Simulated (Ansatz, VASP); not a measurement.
## One calculation of AlN, two programs

```
Al N
1.0
     0.00000    2.02264    2.02264
     2.02264    0.00000    2.02264
     2.02264    2.02264    0.00000
Al N
1 1
Direct
  0.00000 0.00000 0.00000
  0.50000 0.50000 0.50000
```

Alike in both runs: functional PBEsol; k mesh 8 × 8 × 8; no spin polarisation.

Ansatz relaxed the structure, and its values are those at the end. VASP's run is a single point on that final structure, the one shown.

|  | VASP | Ansatz |
| --- | --- | --- |
| version | VASP 6.6.1 | Ansatz 0.2.0 |
| potentials or method | VASP PAW PBE potentials, release 64 (Al, N), cutoff 520 eV | plane waves, PAW |
| occupations | methfessel-paxton of order 1, width 0.1 eV | methfessel-paxton of order 1 |
| valence electrons in the cell | 8 | 8 |

Ansatz gave:

* pressure (GPa): 0.0

Task: Which values does VASP return?

Result: Pressure (GPa): -0.1.

VASP's potentials were made for PBE, not for PBEsol.
